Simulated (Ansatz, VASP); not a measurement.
# One calculation of Ge, two programs

The input INCAR:

```
  ALGO = Normal
  EDIFF = 1E-6
  ENCUT = 500
  GGA = PE
  GGA_COMPAT = False
  ISIF = 2
  ISMEAR = 0
  LASPH = True
  LCHARG = False
  LREAL = False
  LWAVE = False
  NBANDS = 13
  NELM = 120
  PREC = Accurate
  SIGMA = 0.1
```

KPOINTS

```
k-points
0
Gamma
  4 4 4
```

POSCAR

```
Ge
1.0
    0.0000000000      2.0983605250      2.0983605250
    2.0983605250      0.0000000000      2.0983605250
    2.0983605250      2.0983605250      0.0000000000
Ge
1
Direct
    0.0000000000      0.0000000000      0.0000000000
```

Input for Ansatz:

```yaml
crystal:
  lattice:
    - [0.0, 2.098360525, 2.098360525]
    - [2.098360525, 0.0, 2.098360525]
    - [2.098360525, 2.098360525, 0.0]
  atoms:
    - { symbol: Ge, position: [0.0, 0.0, 0.0] }
basis:
  ecutwfc: 420
kpoints:
  mp_grid: { grid: [4, 4, 4] }
hamiltonian:
  xc: pbe
scf:
  occupations: { method: gaussian, width: 0.1 }
output:
  forces: true
  stress: true
  eigenvalues: true
```

Alike in both runs: task single point; functional PBE; k mesh 4 × 4 × 4; occupations gaussian, width 0.1 eV; no spin polarisation.

|  | VASP | Ansatz |
| --- | --- | --- |
| version | VASP 6.6.1 | Ansatz 0.2.0 |
| potentials or method | VASP PAW PBE potentials, release 64 (Ge_d), cutoff 500 eV | scalar-relativistic, plane waves, PAW |
| valence electrons in the cell | 14 | 14 |

```csv
,VASP,Ansatz,Ansatz less VASP
gap on the k mesh at the Fermi level (eV),none,none,-
pressure (GPa),4.4,4.4,+0.04
```

A gap of «none» marks a metal or a gap that the smearing closes. With one functional, cell and mesh, what is left measures potentials, basis and numerics.

The k mesh is coarse, so the values compare programs but aren't converged.
